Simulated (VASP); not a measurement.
Rb, 1 atom in the cell. It takes space group Pm-3m (No. 221, cubic). The conventional cell has a = 4.375 Å, b = 4.375 Å, c = 4.375 Å, α = 90.00°, β = 90.00°, γ = 90.00°. Within 5.7 Å of Rb (site symmetry m-3m) lie 6 Rb at 4.37 Å. This isn't the form of Rb at room conditions, which is bcc.

```yaml
Program: VASP 6.6.1
Task: single point
Functional: LDA
Potentials_or_basis: VASP PAW LDA potentials, release 64 (Rb_sv)
Cutoff: 520 eV
k_mesh: 10 × 10 × 10
Occupations: fermi-dirac, width 0.05 eV
Spin: no spin polarisation
Dipole_correction: no
Further_INCAR_settings: ALGO = Normal; EDIFF = 1e-07; NBANDS = 10
```

Potentials or basis: VASP PAW LDA potentials, release 64 (Rb_sv).

Run with:

```sh
$ cat potpaw_LDA.64/Rb_sv/POTCAR > POTCAR
$ mpirun -np 1 vasp_std > vasp.out
```

Hardware: 1 thread of Intel Xeon 8259CL, on a shared host.

**Question.** How long does it take, and how much memory?

**Answer.** It took 39 s on 1 thread of Intel Xeon 8259CL (shared host), peak memory 0.19 GiB. Counts: scf iterations 11, k points 56.
